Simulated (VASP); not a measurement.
A run of VASP 6.6.1 is set up as follows.

File INCAR:

```
ALGO     = Normal         # electronic algorithm
EDIFF    = 1E-6           # SCF threshold, eV
ENCUT    = 910            # plane-wave cutoff, eV
GGA      = PS             # functional
GGA_COMPAT= False        
ISIF     = 2              # what is computed and relaxed
ISMEAR   = -1             # smearing method
LASPH    = True           # aspherical terms in the spheres
LCHARG   = False          # write CHGCAR
LREAL    = False          # projectors in reciprocal space
LWAVE    = False          # write WAVECAR
NBANDS   = 16             # bands
NELM     = 120            # most SCF steps
PREC     = Accurate       # precision mode
SIGMA    = 0.05           # smearing width, eV
```

File KPOINTS:

```
k-points
0
Gamma
  10 10 10
```

Contents of POSCAR:

```
WC
1.0
    0.0000000000      2.1723968487      2.1723968487
    2.1723968487      0.0000000000      2.1723968487
    2.1723968487      2.1723968487      0.0000000000
W C
1 1
Direct
    0.0000000000      0.0000000000      0.0000000000
    0.5000000000      0.5000000000      0.5000000000
```

Potentials or basis: VASP PAW PBE potentials, release 64 (W_sv, C_h).

Launch:

```console
$ cat potpaw_PBE.64/W_sv/POTCAR potpaw_PBE.64/C_h/POTCAR > POTCAR
$ mpirun -np 1 vasp_std > vasp.out
```

What does it give for the band gap on the k mesh?

Zero (band 9 reaches 14.13 eV, above the bottom of band 10 at 10.80 eV).

Predict the pressure.

1.0 GPa.

Caveat: the cutoff is under 1.25 times the usual one of these potentials, so pressure, stress and relaxed cells hold a basis-set (Pulay) error; the PAW data sets were made with another functional, which shifts forces and pressure a little; spin-orbit coupling is left out, which moves the levels of the heavy elements.
